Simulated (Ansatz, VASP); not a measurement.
# One calculation of Ge, two programs

Contents of INCAR:

```
  ALGO = Normal
  DIPOL = 0.5 0.5 0.500
  EDIFF = 1E-6
  ENCUT = 520
  GGA = PE
  IDIPOL = 3
  ISIF = 2
  ISMEAR = 0
  LASPH = True
  LCHARG = False
  LDIPOL = True
  LREAL = False
  LWAVE = False
  NBANDS = 21
  NELM = 80
  PREC = Accurate
  SIGMA = 0.1
```

Contents of KPOINTS:

```
k-points
0
Gamma
  12 12 1
```

The input POSCAR:

```
Ge
1.0
    3.7910000000      0.0000000000      0.0000000000
   -1.8955000000      3.2831023057      0.0000000000
    0.0000000000      0.0000000000     28.0000000000
Ge
2
Direct
    0.3333333333      0.6666666667      0.5155714286
    0.6666666667      0.3333333333      0.4844285714
```

Input for Ansatz:

```yaml
crystal:
  lattice:
    - [3.791, 0.0, 0.0]
    - [-1.8955, 3.2831023057, 0.0]
    - [0.0, 0.0, 28.0]
  atoms:
    - { symbol: Ge, position: [0.3333333333, 0.6666666667, 0.5155714286] }
    - { symbol: Ge, position: [0.6666666667, 0.3333333333, 0.4844285714] }
  periodic: [true, true, false]
basis:
  ecutwfc: 420
kpoints:
  mp_grid: { grid: [12, 12, 1] }
hamiltonian:
  xc: pbe
  pseudopotentials: { kind: paw, azcp: { folder: soft_1 } }
scf:
  occupations: { method: gaussian, width: 0.1 }
output:
  forces: true
  stress: true
  eigenvalues: true
```

Alike in both runs: task single point; functional PBE; k mesh 12 × 12 × 1; occupations gaussian, width 0.1 eV; no spin polarisation.

|  | VASP | Ansatz |
| --- | --- | --- |
| version | VASP 6.6.1 | Ansatz 0.2.0 |
| potentials or method | VASP PAW PBE potentials, release 64 (Ge_d), cutoff 520 eV | scalar-relativistic, plane waves, PAW |
| valence electrons in the cell | 28 | 28 |

VASP gave:

```
gap on the k mesh at the Fermi level (eV) : none
rms of the force components (eV/Å)        : 0.121
```

Which values does Ansatz return?

gap on the k mesh at the Fermi level (eV): none; rms of the force components (eV/Å): 0.117.

Atom by atom the forces differ by 0.004 eV/Å (rms over components). A gap of «none» marks a metal or a gap that the smearing closes.
